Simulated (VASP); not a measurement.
# TaN (I4mm) in VASP: a series of runs, part 2 of 2

VASP 6.6.1. Earlier steps stand in the parts before.

**5. Single point, PBE**

INCAR

```
PREC     = Accurate       # precision mode
ENCUT    = 520            # plane-wave cutoff, eV
EDIFF    = 1E-6           # SCF threshold, eV
ISMEAR   = 0              # smearing method
SIGMA    = 0.15           # smearing width, eV
LREAL    = F              # projectors in reciprocal space
LASPH    = T              # aspherical terms in the spheres
NELM     = 100            # most SCF steps
ALGO     = Normal         # electronic algorithm
ISIF     = 2              # what is computed and relaxed
LWAVE    = F              # write WAVECAR
LCHARG   = F              # write CHGCAR
GGA      = PE             # functional
NBANDS   = 15             # bands
```

KPOINTS

```
Automatic mesh
0
Gamma
  18 18 18
```

POSCAR

```
TaN
1.0
    0.0000000000      2.1790000000      2.1790000000
    2.1790000000      0.0000000000      2.1790000000
    2.1790000000      2.1790000000      0.0000000000
Ta N
1 1
Direct
    0.5000000000      0.5000000000      0.5000000000
   -0.0028682882     -0.0028682882      0.0028682882
```

Potentials or basis: VASP PAW PBE potentials, release 64 (Ta_pv, N).

Launch:

```sh
$ cat potpaw_PBE.64/Ta_pv/POTCAR potpaw_PBE.64/N/POTCAR > POTCAR
$ mpirun -np 1 vasp_std > vasp.out
```

OUTCAR:

```text
PREC = Accurate
   ENCUT = 520
   EDIFF = 1E-6
   ISMEAR = 0
   LREAL = F
   LASPH = T
   NELM = 100
   ISIF = 2
   GGA = PE

 ion  position               nearest neighbor table
   1  0.500  0.500  0.500-   2 2.17   2 2.18   2 2.18   2 2.18   2 2.18   2 2.19
   2  0.997  0.997  0.003-   1 2.17   1 2.18   1 2.18   1 2.18   1 2.18   1 2.19

  LATTYP: Found a face centered cubic cell.
 ALAT       =     4.3580000000

  Lattice vectors:

 A1 = (   0.0000000000,   2.1790000000,   2.1790000000)
 A2 = (   2.1790000000,   0.0000000000,   2.1790000000)
 A3 = (   2.1790000000,   2.1790000000,   0.0000000000)

Analysis of symmetry for initial positions (statically):
=====================================================================
 Subroutine PRICEL returns:
 Original cell was already a primitive cell.

 Routine SETGRP: Setting up the symmetry group for a
 face centered cubic supercell.

 Subroutine GETGRP returns: Found  8 space group operations
 (whereof  8 operations were pure point group operations)
 out of a pool of 48 trial point group operations.

The static configuration has the point symmetry C_4v.

Analysis of symmetry for dynamics (positions and initial velocities):
=====================================================================
 Subroutine PRICEL returns:
 Original cell was already a primitive cell.

 Routine SETGRP: Setting up the symmetry group for a
 face centered cubic supercell.

 Subroutine GETGRP returns: Found  8 space group operations
 (whereof  8 operations were pure point group operations)
 out of a pool of 48 trial point group operations.

The dynamic configuration has the point symmetry C_4v.

 Subroutine INISYM returns: Found  8 space group operations
 (whereof  8 operations are pure point group operations),
 and found     1 'primitive' translations

----------------------------------------------------------------------------------------

                                     Primitive cell

[... 114 lines left out ...]
   LORBIT       =      0    0 simple, 1 ext, 2 COOP (PROOUT), +10 PAW based schemes
   GGA     = PE    functional components
   LHFCALC =     F    Hartree Fock is set to
   AEXX    =    0.0000 exact exchange contribution
   IVDW    =     0    specifies the selected vdW correction
   LEPSILON=     F    determine dielectric tensor
   LRPA    =     F    only Hartree local field effects (RPA)
 non-spin polarized calculation
 Gauss-broadening in eV      SIGMA  =   0.15
  energy-cutoff  :      520.00
  volume of cell :       20.69
 maximum number of plane-waves:       568
   NGX = 11   NGY = 11   NGZ = 11

 number of electron      16.0000000 magnetization

 Free energy of the ion-electron system (eV)
  ---------------------------------------------------
  ext. energy  EPLUGINS =         0.00000000
  ---------------------------------------------------
  free energy    TOTEN  =       -21.78892585 eV

  energy without entropy =      -21.77947957  energy(sigma->0) =      -21.78420271

 E-fermi :   9.8716     XC(G=0): -13.5894

 val. band max:        9.8565343912   @ k =   0.2222   0.1667   0.0556
 cond. band min:       9.8754114802   @ k =  -0.2778   0.3333   0.1111
 fundamental gap:      0.0188770890
 Fermi energy:         9.8716393920

 k-point     1 :       0.0000    0.0000    0.0000
  band No.  band energies     occupation
      1     -25.8651      2.00000
      2     -25.8650      2.00000
      3     -25.8650      2.00000
      4      -9.2315      2.00000
      5       5.9478      2.00000
      6       5.9478      2.00000
      7       5.9490      2.00000
      8       7.6766      2.00000
      9       7.6820      2.00000
     10       7.6820      2.00000
     11       9.9300      0.58235
     12       9.9353      0.54849
     13      11.6157      0.00000
     14      19.2748      0.00000
[... 401 lines left out ...]
      2     -25.9584      2.00000
      3     -25.9476      2.00000
      4      -6.7143      2.00000
      5       0.1940      2.00000
      6       2.3867      2.00000
      7       2.5984      2.00000
      8       9.8546      1.12749
      9      11.1953      0.00000
     10      11.3236      0.00000
     11      14.9096      0.00000
     12      15.7986      0.00000
     13      16.9001      0.00000
     14      21.8678      0.00000
     15      22.3344      0.00000

 [... further k-points ...]
[... 5 lines left out ...]
  --------------------------------------------------------------------------------------
  -------------------------------------------------------------------------------------
  Total        2.0048824      2.0048824      2.0161980      0.0000000     -0.0000000     -0.0000000
  in kB      155.2379162    155.2379162    156.1140810      0.0000000     -0.0000000     -0.0000000
  external PRESSURE =     155.5299712 kB  Pullay stress =       0.0000000 kB

 VOLUME and BASIS-vectors are now :
 -----------------------------------------------------------------------------
  energy-cutoff  :      520.00
  volume of cell :       20.69
      direct lattice vectors                 reciprocal lattice vectors
     0.000000000  2.179000000  2.179000000    -0.229463056  0.229463056  0.229463056
     2.179000000  0.000000000  2.179000000     0.229463056 -0.229463056  0.229463056
     2.179000000  2.179000000  0.000000000     0.229463056  0.229463056 -0.229463056

 POSITION                                       TOTAL-FORCE (eV/Angst)
 -----------------------------------------------------------------------------------
      2.17900      2.17900      2.17900         0.000000      0.000000     -0.112801
      2.17900      2.17900      4.34550         0.000000      0.000000      0.112801
 -----------------------------------------------------------------------------------
    total drift:                               -0.000000     -0.000000     -0.000004

  FREE ENERGIE OF THE ION-ELECTRON SYSTEM (eV)
  ---------------------------------------------------
  free  energy   TOTEN  =       -21.7889258457 eV

  energy  without entropy=      -21.7794795701  energy(sigma->0) =      -21.78420271
```

It took 66 s on 1 thread of Intel Xeon Platinum 8375C at 2.90GHz (Ice Lake), shared host; peak memory 0.26 GiB.

Results:

| Property | Result |
| --- | --- |
| Free energy | -21.7889 eV |
| Pressure | 15.6 GPa |
| Largest force | 0.113 eV/Å |
| Band gap on the k mesh | zero (band 8 reaches 11.85 eV, above the bottom of band 9 at 7.68 eV) |

Forces on the atoms (eV/Å):
```
Ta   0.000  0.000 -0.113
N    0.000  0.000  0.113
```

Stress tensor (GPa, compression positive):
```
15.52  0.00  0.00
 0.00 15.52  0.00
 0.00  0.00 15.61
```

Levels at points of the mesh, in eV from the Fermi level:
| k point | band 4 | band 5 | band 6 | band 7 | band 8 | band 9 | band 10 | band 11 | band 12 | band 13 |
| --- | --- | --- | --- | --- | --- | --- | --- | --- | --- | --- |
| (0.00, 0.00, 0.00) | -19.10 | -3.92 | -3.92 | -3.92 | -2.20 | -2.19 | -2.19 | 0.06 | 0.06 | 1.74 |
| (0.50, 0.00, 0.00) | -15.92 | -10.62 | -7.79 | -7.79 | 1.98 | 1.98 | 2.07 | 3.90 | 7.81 | 7.81 |
| (0.50, 0.50, 0.00) | -17.84 | -6.71 | -5.67 | -4.72 | -4.72 | 2.20 | 3.69 | 3.69 | 4.81 | 7.11 |
| (0.00, 0.50, 0.50) | -17.84 | -6.71 | -5.68 | -4.72 | -4.71 | 2.20 | 3.69 | 3.69 | 4.81 | 7.12 |

Caveat: the cell differs from its parent crystal (all N atoms moved +0.013 Å, as atom 2 towards its neighbour atom 1 (Ta) at 2.179 Å); spin-orbit coupling is left out, which moves the levels of the heavy elements.
